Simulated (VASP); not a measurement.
# AlH4 (P4/mmm) in VASP: a series of runs, part 3 of 3

VASP 6.6.1. Earlier steps stand in the parts before.

**5. Single point, PBE**

This run uses another cell than the first one, of 7.59 Å³/atom.

The input, INCAR:

```
PREC     = Accurate       # precision mode
ENCUT    = 520            # plane-wave cutoff, eV
EDIFF    = 1E-6           # SCF threshold, eV
ISMEAR   = 0              # smearing method
SIGMA    = 0.1            # smearing width, eV
LREAL    = False          # projectors in reciprocal space
LASPH    = True           # aspherical terms in the spheres
NELM     = 100            # most SCF steps
ALGO     = Normal         # electronic algorithm
ISIF     = 2              # what is computed and relaxed
LWAVE    = False          # write WAVECAR
LCHARG   = False          # write CHGCAR
GGA      = PE             # functional
NBANDS   = 12             # bands
```

The input, KPOINTS:

```
regular mesh
0
Gamma
  14 14 6
```

The input, POSCAR:

```
AlH4
1.0
    3.9593299083      0.0000000000      0.0000000000
    0.0000000000      3.9593299083      0.0000000000
    0.0000000000      0.0000000000      2.4196065523
Al H
1 4
Direct
    0.5000000000      0.5000000000      0.0000000000
    0.7474391878      0.7474391878      0.5000000000
    0.2525608122      0.2525608122      0.5000000000
    0.2525608122      0.7474391878      0.5000000000
    0.7474391878      0.2525608122      0.5000000000
```

Potentials or basis: VASP PAW PBE potentials, release 64 (Al, H).

Started as:

```
> cat potpaw_PBE.64/Al/POTCAR potpaw_PBE.64/H/POTCAR > POTCAR
> mpirun -np 1 vasp_std > vasp.out
```

OUTCAR:

```text
PREC = Accurate
   ENCUT = 520
   EDIFF = 1E-6
   ISMEAR = 0
   LREAL = False
   LASPH = True
   NELM = 100
   ISIF = 2
   GGA = PE

 ion  position               nearest neighbor table
   1  0.500  0.500  0.000-   2 1.84   3 1.84   4 1.84   5 1.84   2 1.84   3 1.84   4 1.84   5 1.84

   2  0.747  0.747  0.500-   1 1.84   1 1.84
   3  0.253  0.253  0.500-   1 1.84   1 1.84
   4  0.253  0.747  0.500-   1 1.84   1 1.84
   5  0.747  0.253  0.500-   1 1.84   1 1.84

  LATTYP: Found a simple tetragonal cell.
 ALAT       =     3.9593299083
 C/A-ratio  =     0.6111151655

  Lattice vectors:

 A1 = (   3.9593299083,   0.0000000000,   0.0000000000)
 A2 = (   0.0000000000,   3.9593299083,   0.0000000000)
 A3 = (   0.0000000000,   0.0000000000,   2.4196065523)

Analysis of symmetry for initial positions (statically):
=====================================================================
 Subroutine PRICEL returns:
 Original cell was already a primitive cell.

 Routine SETGRP: Setting up the symmetry group for a
 simple tetragonal supercell.

 Subroutine GETGRP returns: Found 16 space group operations
[... 183 lines left out ...]
      3      -1.8647      2.00000
      4       4.0143      0.00000
      5       4.2529      0.00000
      6       5.6662      0.00000
      7      12.9253      0.00000
      8      12.9253      0.00000
      9      14.2396      0.00000
     10      17.0186      0.00000
     11      17.9510      0.00000
     12      22.7764      0.00000
[... 331 lines left out ...]
 k-point    24 :       0.3571    0.2143    0.0000
  band No.  band energies     occupation
      1      -7.7114      2.00000
      2      -4.0390      2.00000
      3      -2.3478      2.00000
      4       0.8535      2.00000
      5       7.8413      0.00000
      6      10.3135      0.00000
      7      11.1719      0.00000
      8      15.3626      0.00000
      9      16.4658      0.00000
     10      17.4835      0.00000
     11      17.7697      0.00000
     12      20.1643      0.00000

 [... further k-points ...]
[... 5 lines left out ...]
  --------------------------------------------------------------------------------------
  -------------------------------------------------------------------------------------
  Total       -0.0516978     -0.0516978     -0.0665567      0.0000000     -0.0000000      0.0000000
  in kB       -2.1837098     -2.1837098     -2.8113438      0.0000000     -0.0000000      0.0000000
  external PRESSURE =      -2.3929211 kB  Pullay stress =       0.0000000 kB

 VOLUME and BASIS-vectors are now :
 -----------------------------------------------------------------------------
  energy-cutoff  :      520.00
  volume of cell :       37.93
      direct lattice vectors                 reciprocal lattice vectors
     3.959329908  0.000000000  0.000000000     0.252567991  0.000000000  0.000000000
     0.000000000  3.959329908  0.000000000     0.000000000  0.252567991  0.000000000
     0.000000000  0.000000000  2.419606552     0.000000000  0.000000000  0.413290334

 POSITION                                       TOTAL-FORCE (eV/Angst)
 -----------------------------------------------------------------------------------
      1.97966      1.97966      0.00000         0.000000      0.000000      0.000000
      2.95936      2.95936      1.20980        -0.002938     -0.002938      0.000000
      0.99997      0.99997      1.20980         0.002938      0.002938     -0.000000
      0.99997      2.95936      1.20980         0.002938     -0.002938      0.000000
      2.95936      0.99997      1.20980        -0.002938      0.002938     -0.000000
 -----------------------------------------------------------------------------------
    total drift:                                0.000000      0.000000     -0.000000

  FREE ENERGIE OF THE ION-ELECTRON SYSTEM (eV)
  ---------------------------------------------------
  free  energy   TOTEN  =       -14.4746665740 eV

  energy  without entropy=      -14.4711480265  energy(sigma->0) =      -14.47290730
```

Wall time 28 s (1 thread of Intel Xeon Platinum 8559C (Emerald Rapids), shared host); peak memory 0.18 GiB.

Results:

```yaml
Free_energy: -14.4747 eV
Pressure: -0.2 GPa
Largest_force: 0.004 eV/Å
Band_gap_on_the_k_mesh: zero (an odd number of electrons rules out a gap without spin polarisation)
```

Forces on the atoms (eV/Å):
```
Al   0.000  0.000  0.000
H   -0.003 -0.003  0.000
H    0.003  0.003  0.000
H    0.003 -0.003  0.000
H   -0.003  0.003  0.000
```

Caveat: the k points lie up to 0.43 Å⁻¹ apart, too coarse for converged energies and pressures of a metal.

**6. Overview**

| task | cell | k mesh | cutoff (eV) | gap on the mesh (eV) | pressure (GPa) | largest force (eV/Å) |
| --- | --- | --- | --- | --- | --- | --- |
| single point | a = 2.573, b = 2.573, c = 6.561 Å, 5 atoms, atomic positions A | 6 × 6 × 4 | 520 | none | -0.1 | 0.01 |
| single point | a = 3.052, b = 3.052, c = 6.092 Å, 5 atoms, atomic positions B | 6 × 6 × 4 | 520 | none | -2.2 | 2.77 |
| relaxation of cell and atoms | relaxed from a = 3.052, b = 3.052, c = 6.092 Å, 5 atoms, atomic positions B | 6 × 6 × 4 | 600 | none | 0.2 | 0.01 |
| single point | a = 3.959, b = 3.959, c = 2.420 Å, 5 atoms, atomic positions C | 14 × 14 × 6 | 520 | none | -0.2 | - |

Alike in all rows: level PBE; potentials or basis VASP PAW PBE potentials, release 64 (Al, H); no spin polarisation; smearing gaussian 0.1 eV.

Caveats: some runs use coarse meshes; forces of over 1 eV/Å act on the atoms, so gaps and moduli don't describe the material at rest (at least some runs); the volume moved by over 15 % at a fixed basis, so the end points are rough (at least some runs).

Absolute energies hang on the potentials; compare differences alone.
